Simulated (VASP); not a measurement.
# SiC (Imm2) in VASP: relaxation of the atoms with PBEsol

Aim: the relaxation of the atoms of SiC with PBEsol.

Program: VASP 6.6.1. These are calculated values, not measurements. Logs are shortened: lines on timing, memory, paths and dates and some standing lists are left out, and cuts for length are marked.

## Step 1: The cell of the first run

Symmetry: Imm2, No. 44, orthorhombic system. The conventional cell has a = 3.094 Å, b = 3.112 Å, c = 4.400 Å, α = 90.00°, β = 90.00°, γ = 90.00°. Si (site symmetry mm2) has 4 C at 1.90 Å within 2.5 Å. Within 2.5 Å of C (site symmetry mm2) lie 4 Si at 1.90 Å.

## Step 2: Relaxation of the atoms, PBEsol (strained cell)

The input, INCAR:

```
  PREC = Accurate
  ENCUT = 520
  EDIFF = 1E-7
  ISMEAR = 0
  SIGMA = 0.02
  LREAL = False
  LASPH = True
  NELM = 120
  ALGO = Normal
  ISIF = 2
  LWAVE = False
  LCHARG = False
  GGA = PS
  IBRION = 2
  NSW = 60
  EDIFFG = -0.002
  GGA_COMPAT = False
  NELMIN = 4
```

The input, KPOINTS:

```
Automatic mesh
0
Gamma
  10 10 10
```

The input, POSCAR:

```
SiC
1.0
   -0.0062500680      2.1939644051      2.2002144731
    2.1939644051     -0.0062500680      2.2002144731
    2.1877143371      2.1877143371      0.0000000000
Si C
1 1
Direct
   -0.0007538499     -0.0007538499      0.0007538499
    0.2507538499      0.2507538499      0.2492461501
```

Potentials or basis: VASP PAW PBE potentials, release 64 (Si, C).

The run is started by

```console
cat potpaw_PBE.64/Si/POTCAR potpaw_PBE.64/C/POTCAR > POTCAR
mpirun -np 1 vasp_std > vasp.out
```

OUTCAR:

```text
PREC = Accurate
   ENCUT = 520
   EDIFF = 1E-7
   ISMEAR = 0
   LREAL = False
   LASPH = True
   NELM = 120
   ISIF = 2
   GGA = PS
   IBRION = 2
   NSW = 60
   EDIFFG = -0.002
   NELMIN = 4

 ion  position               nearest neighbor table
   1  0.999  0.999  0.001-   2 1.90   2 1.90   2 1.90   2 1.90
   2  0.251  0.251  0.249-   1 1.90   1 1.90   1 1.90   1 1.90

  LATTYP: Found a body centered orthorhombic cell.
 ALAT       =     3.0938952861
 B/A-ratio  =     1.0057137880
 C/A-ratio  =     1.4222940789

  Lattice vectors:

 A1 = (   0.0062500680,  -2.1939644051,  -2.2002144731)
 A2 = (  -0.0062500680,   2.1939644051,  -2.2002144731)
 A3 = (   2.1939644051,  -0.0062500680,   2.2002144731)

Analysis of symmetry for initial positions (statically):
=====================================================================
 Subroutine PRICEL returns:
 Original cell was already a primitive cell.

 Routine SETGRP: Setting up the symmetry group for a
 body centered orthorhombic supercell.

 Subroutine GETGRP returns: Found  4 space group operations
 (whereof  4 operations were pure point group operations)
 out of a pool of  8 trial point group operations.

The static configuration has the point symmetry C_2v.

Analysis of symmetry for dynamics (positions and initial velocities):
=====================================================================
 Subroutine PRICEL returns:
 Original cell was already a primitive cell.

 Routine SETGRP: Setting up the symmetry group for a
 body centered orthorhombic supercell.

 Subroutine GETGRP returns: Found  4 space group operations
 (whereof  4 operations were pure point group operations)
 out of a pool of  8 trial point group operations.

The dynamic configuration has the point symmetry C_2v.

 Subroutine INISYM returns: Found  4 space group operations
 (whereof  4 operations are pure point group operations),
 and found     1 'primitive' translations

----------------------------------------------------------------------------------------

                                     Primitive cell

  volume of cell :      21.1812

  direct lattice vectors                    reciprocal lattice vectors
    -0.006250068  2.193964405  2.200214473    -0.227250573  0.227250573  0.227250573
     2.193964405 -0.006250068  2.200214473     0.227250573 -0.227250573  0.227250573
     2.187714337  2.187714337  0.000000000     0.228549035  0.228549035 -0.227250573

  length of vectors
     3.107163112  3.107163112  3.093895286     0.393609539  0.393609539  0.395110295

  position of ions in fractional coordinates (direct lattice)
     0.999246150  0.999246150  0.000753850
     0.250753850  0.250753850  0.249246150

  ion indices of the primitive-cell ions
   primitive index   ion index
                 1           1
                 2           2

----------------------------------------------------------------------------------------

 KPOINTS: Automatic mesh

Automatic generation of k-mesh.
 Grid dimensions read from file:
 generate k-points for:   10   10   10

 Generating k-lattice:

  Cartesian coordinates                     Fractional coordinates (reciprocal lattice)
    -0.022725057  0.022725057  0.022725057     0.100000000  0.000000000  0.000000000
     0.022725057 -0.022725057  0.022725057     0.000000000  0.100000000  0.000000000
     0.022854903  0.022854903 -0.022725057     0.000000000  0.000000000  0.100000000

  Length of vectors
     0.039360954  0.039360954  0.039511030

  Shift w.r.t. Gamma in fractional coordinates (k-lattice)
     0.000000000  0.000000000  0.000000000

 Subroutine IBZKPT returns following result:
 ===========================================

 Found    171 irreducible k-points:

 Following reciprocal coordinates:
            Coordinates               Weight
  0.000000  0.000000  0.000000      1.000000
  0.100000  0.000000  0.000000      4.000000
  0.200000  0.000000  0.000000      4.000000
  0.300000  0.000000  0.000000      4.000000
  0.400000  0.000000  0.000000      4.000000
  0.500000  0.000000  0.000000      2.000000
[... 16 lines left out ...]
  0.300000  0.300000  0.000000      2.000000
  0.400000  0.300000  0.000000      4.000000
 [... further k-points ...]
   k-points           NKPTS =    171   k-points in BZ     NKDIM =    171   number of bands    NBANDS=      8
   number of dos      NEDOS =    301   number of ions     NIONS =      2
   total plane-waves  NPLWV =  13824
   dimension x,y,z NGX =    24 NGY =   24 NGZ =   24
   dimension x,y,z NGXF=    48 NGYF=   48 NGZF=   48
   ions per type =               1   1
   NGX,Y,Z   is equivalent  to a cutoff of  12.84, 12.84, 12.90 a.u.
   NGXF,Y,Z  is equivalent  to a cutoff of  25.68, 25.68, 25.79 a.u.
 SYSTEM =  unknown system
   PREC   = accura    normal or accurate (medium, high low for compatibility)
   ISTART =      0    job   : 0-new  1-cont  2-samecut
   ICHARG =      2    charge: 1-file 2-atom 10-const
   ISPIN  =      1    spin polarized calculation?
   LNONCOLLINEAR =      F non collinear calculations
   LSORBIT =      F    spin-orbit coupling
   LASPH  =      T    aspherical Exc in radial PAW
   ENCUT  =  520.0 eV  38.22 Ry    6.18 a.u.   5.78  5.78  5.75*2*pi/ulx,y,z
   NELM   =    120;   NELMIN=  4; NELMDL= -5     # of ELM steps
   EDIFF  = 0.1E-06   stopping-criterion for ELM
   LREAL  =      F    real-space projection
   EDIFFG = -.2E-02   stopping-criterion for IOM
   NSW    =     60    number of steps for IOM
   IBRION =      2    ionic relax: 0-MD 1-quasi-New 2-CG
   NFREE  =      1    steps in history (QN), initial steepest desc. (CG)
   ISIF   =      2    stress and relaxation
   ISYM   =      2    0-nonsym 1-usesym 2-fastsym
   POTIM  = 0.5000    time-step for ionic-motion
   TEBEG  =    0.0;   TEEND  =   0.0 temperature during run
   PSTRESS=    0.0 pullay stress
   NELECT =       8.0000    total number of electrons
   NUPDOWN=      -1.0000    fix difference up-down
   EMIN   =  10.00;   EMAX   =-10.00  energy-range for DOS
   EFERMI =   0.00;   METHOD = LEGACY
   ISMEAR =     0;   SIGMA  =   0.02  broadening in eV -4-tet -1-fermi 0-gaus
   EFERMI_NEDOS =   21; number of points for ismear=-14 and -15
   IALGO  =     38    algorithm
   IMIX   =      4    mixing-type and parameters
     AMIX     =   0.40;   BMIX     =  1.00
     AMIX_MAG =   1.60;   BMIX_MAG =  1.00
  volume/ion in A,a.u.               =      10.59        71.47
  Fermi-wavevector in a.u.,A,eV,Ry     =   1.183372  2.236249 19.053180  1.400369
  Thomas-Fermi vector in A             =   2.319608
   LORBIT       =      0    0 simple, 1 ext, 2 COOP (PROOUT), +10 PAW based schemes
   GGA     = PS    functional components
   LHFCALC =     F    Hartree Fock is set to
   AEXX    =    0.0000 exact exchange contribution
   IVDW    =     0    specifies the selected vdW correction
   LEPSILON=     F    determine dielectric tensor
   LRPA    =     F    only Hartree local field effects (RPA)
 conjugate gradient relaxation of ions
 non-spin polarized calculation
 Gauss-broadening in eV      SIGMA  =   0.02
  energy-cutoff  :      520.00
  volume of cell :       21.18
 maximum number of plane-waves:       588
   NGX = 11   NGY = 11   NGZ = 11

--------------------------------------- Ionic step        1  -------------------------------------------

 number of electron       8.0000001 magnetization

 Free energy of the ion-electron system (eV)
  ---------------------------------------------------
  ext. energy  EPLUGINS =         0.00000000
  ---------------------------------------------------
  free energy    TOTEN  =       -15.90716357 eV

  energy without entropy =      -15.90716357  energy(sigma->0) =      -15.90716357

------------------------ aborting loop because EDIFF is reached ----------------------------------------

  FORCE on cell =-STRESS in cart. coord.  units (eV):
  Direction    XX          YY          ZZ          XY          YZ          ZX
  --------------------------------------------------------------------------------------
  -------------------------------------------------------------------------------------
  Total       -0.6000599     -0.6000599     -0.6967993      0.1454607      0.0000000      0.0000000
  in kB      -45.3894080    -45.3894080    -52.7069232     11.0028598      0.0000000      0.0000000
  external PRESSURE =     -47.8285798 kB  Pullay stress =       0.0000000 kB

 VOLUME and BASIS-vectors are now :
 -----------------------------------------------------------------------------
  energy-cutoff  :      520.00
  volume of cell :       21.18
      direct lattice vectors                 reciprocal lattice vectors
    -0.006250068  2.193964405  2.200214473    -0.227250573  0.227250573  0.227250573
     2.193964405 -0.006250068  2.200214473     0.227250573 -0.227250573  0.227250573
     2.187714337  2.187714337  0.000000000     0.228549035  0.228549035 -0.227250573
[... 37 lines left out ...]
 POSITION                                       TOTAL-FORCE (eV/Angst)
 -----------------------------------------------------------------------------------
      2.18771      2.18771      0.00049         0.000000      0.000000     -0.059659
      1.09386      1.09386      1.09962        -0.000000     -0.000000      0.059659
 -----------------------------------------------------------------------------------
    total drift:                                0.000000      0.000000     -0.000057

  FREE ENERGIE OF THE ION-ELECTRON SYSTEM (eV)
  ---------------------------------------------------
  free  energy   TOTEN  =       -15.9072371596 eV

  energy  without entropy=      -15.9072371596  energy(sigma->0) =      -15.90723716

--------------------------------------- Ionic step        3  -------------------------------------------

 number of electron       8.0000001 magnetization

 Free energy of the ion-electron system (eV)
  ---------------------------------------------------
  ext. energy  EPLUGINS =         0.00000000
  ---------------------------------------------------
  free energy    TOTEN  =       -15.90733492 eV

  energy without entropy =      -15.90733492  energy(sigma->0) =      -15.90733492

 E-fermi :   7.9960     XC(G=0): -11.4046

 val. band max:        7.8298550171   @ k =   0.0000   0.0000   0.0000
 cond. band min:       9.0424224430   @ k =   0.5000   0.0000   0.5000
 fundamental gap:      1.2125674259
 Fermi energy:         7.9960021212

 k-point     1 :       0.0000    0.0000    0.0000
  band No.  band energies     occupation
      1      -7.4451      2.00000
      2       7.7760      2.00000
      3       7.7833      2.00000
      4       7.8299      2.00000
      5      13.7061      0.00000
      6      14.8178      0.00000
      7      14.8919      0.00000
      8      14.9376      0.00000

 k-point     2 :       0.1000    0.0000    0.0000
  band No.  band energies     occupation
      1      -7.2534      2.00000
      2       6.7609      2.00000
      3       7.6478      2.00000
      4       7.6975      2.00000
      5      14.0244      0.00000
      6      15.0651      0.00000
      7      15.1159      0.00000
      8      15.1755      0.00000
[... 221 lines left out ...]
 k-point    23 :       0.3000    0.3000    0.0000
  band No.  band energies     occupation
      1      -5.2121      2.00000
      2       3.4261      2.00000
      3       5.4180      2.00000
      4       5.5093      2.00000
      5      10.8192      0.00000
      6      13.2271      0.00000
      7      19.0309      0.00000
      8      19.0591      0.00000

 k-point    24 :       0.4000    0.3000    0.0000
  band No.  band energies     occupation
      1      -4.3577      2.00000
      2       2.2124      2.00000
      3       4.6361      2.00000
      4       5.2515      2.00000
      5      10.5609      0.00000
      6      13.2192      0.00000
      7      19.0900      0.00000
      8      19.4596      0.00000

 [... further k-points ...]

------------------------ aborting loop because EDIFF is reached ----------------------------------------

  FORCE on cell =-STRESS in cart. coord.  units (eV):
  Direction    XX          YY          ZZ          XY          YZ          ZX
  --------------------------------------------------------------------------------------
  -------------------------------------------------------------------------------------
  Total       -0.5996810     -0.5996810     -0.6957088      0.1770567      0.0000000      0.0000000
  in kB      -45.3607503    -45.3607503    -52.6244352     13.3928281      0.0000000      0.0000000
  external PRESSURE =     -47.7819786 kB  Pullay stress =       0.0000000 kB

 VOLUME and BASIS-vectors are now :
 -----------------------------------------------------------------------------
  energy-cutoff  :      520.00
  volume of cell :       21.18
      direct lattice vectors                 reciprocal lattice vectors
    -0.006250068  2.193964405  2.200214473    -0.227250573  0.227250573  0.227250573
     2.193964405 -0.006250068  2.200214473     0.227250573 -0.227250573  0.227250573
     2.187714337  2.187714337  0.000000000     0.228549035  0.228549035 -0.227250573

 POSITION                                       TOTAL-FORCE (eV/Angst)
 -----------------------------------------------------------------------------------
      2.18771      2.18771      4.39928        -0.000000     -0.000000      0.000056
      1.09386      1.09386      1.10126         0.000000      0.000000     -0.000056
 -----------------------------------------------------------------------------------
    total drift:                                0.000000      0.000000     -0.000079

  FREE ENERGIE OF THE ION-ELECTRON SYSTEM (eV)
  ---------------------------------------------------
  free  energy   TOTEN  =       -15.9073349184 eV

  energy  without entropy=      -15.9073349184  energy(sigma->0) =      -15.90733492

 reached required accuracy - stopping structural energy minimisation
```

Wall time 66 s (1 thread of Oxide Virtual Turin-like, shared host); peak memory 0.12 GiB.

What came out:

```
Free energy               : -15.9073 eV
Energy gained by relaxing : 0.1 meV/atom
Ionic steps               : 3
Pressure after relaxing   : -4.8 GPa
Band gap on the k mesh    : 1.21 eV (least direct gap 4.36 eV)
```

The path:
| step | energy change (eV) | largest force (eV/Å) | pressure (GPa) |
| --- | --- | --- | --- |
| 1 | 0.0000 | 0.0789 | -4.78 |
| 2 | -0.0001 | 0.0597 | -4.77 |
| 3 | -0.0002 | 0.0001 | -4.78 |

Final structure:
```
CELL_PARAMETERS angstrom
-0.00625 2.19396 2.20021
2.19396 -0.00625 2.20021
2.18771 2.18771 0.00000
ATOMIC_POSITIONS crystal
Si 0.99974 0.99974 0.00026
C 0.25026 0.25026 0.24974
```

Levels at points of the mesh, in eV from the valence-band top:
| k point | band 1 | band 2 | band 3 | band 4 | band 5 | band 6 | band 7 | band 8 |
| --- | --- | --- | --- | --- | --- | --- | --- | --- |
| (0.00, 0.00, 0.00) | -15.28 | -0.05 | -0.05 | 0.00 | 5.88 | 6.99 | 7.06 | 7.11 |
| (0.50, 0.00, 0.00) | -11.78 | -8.51 | -1.09 | -1.04 | 5.17 | 7.00 | 7.08 | 9.77 |
| (0.50, 0.50, 0.00) | -10.33 | -7.82 | -3.23 | -3.13 | 1.24 | 4.12 | 13.65 | 13.67 |
| (0.00, 0.00, 0.50) | -11.74 | -8.49 | -1.11 | -1.09 | 5.09 | 6.99 | 6.99 | 9.74 |
| (0.50, 0.00, 0.50) | -10.31 | -7.78 | -3.21 | -3.21 | 1.21 | 4.07 | 13.60 | 13.68 |

Caveat: the cell differs from its parent crystal (strained cell); the PAW data sets were made with another functional, which shifts forces and pressure a little. A k mesh can miss the band edges.
